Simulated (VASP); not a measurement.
SrCl2: single point with r2SCAN

The system is SrCl2.

```
CELL_PARAMETERS angstrom
2.45672 1.41839 4.01532
-2.45672 1.41839 4.01532
0.00000 -2.83678 4.01532
ATOMIC_POSITIONS crystal
Sr 0.00000 0.00000 0.00000
Cl 0.24995 0.24995 0.24995
Cl 0.75005 0.75005 0.75005
```

| Quantity | Value |
| --- | --- |
| Program | VASP 6.6.1 |
| Task | single point |
| Functional | r2SCAN |
| Potentials or basis | VASP PAW PBE potentials, release 64 (Sr_sv, Cl) |
| Cutoff | 520 eV |
| k mesh | 4 × 4 × 4 |
| Occupations | gaussian, width 0.01 eV |
| Spin | no spin polarisation |

```
Pressure               : 0.8 GPa
Band gap on the k mesh : 5.98 eV, direct
```

Levels at points of the mesh, in eV from the valence-band top:
| k point | band 8 | band 9 | band 10 | band 11 | band 12 | band 13 | band 14 | band 15 | band 16 | band 17 |
| --- | --- | --- | --- | --- | --- | --- | --- | --- | --- | --- |
| (0.00, 0.00, 0.00) | -2.19 | -2.19 | -0.35 | -0.35 | -0.35 | 6.01 | 6.68 | 6.68 | 9.64 | 9.65 |
| (0.50, 0.00, 0.00) | -1.61 | -1.51 | -1.37 | -1.08 | -1.08 | 7.30 | 7.31 | 8.25 | 8.30 | 9.39 |
| (0.50, 0.50, 0.00) | -1.95 | -1.95 | -0.41 | -0.41 | 0.00 | 5.98 | 7.82 | 8.25 | 8.74 | 8.74 |
| (0.50, 0.50, 0.50) | -1.61 | -1.50 | -1.37 | -1.08 | -1.08 | 7.30 | 7.30 | 8.24 | 8.29 | 9.39 |

Wall time 2.1 min on 1 thread of Intel(R) Xeon(R) Platinum 8488C (Sapphire Rapids), with other jobs on the host, peak memory 0.25 GiB.

Caveat: the PAW data sets were made with another functional, which shifts forces and pressure a little. A k mesh can miss the band edges.
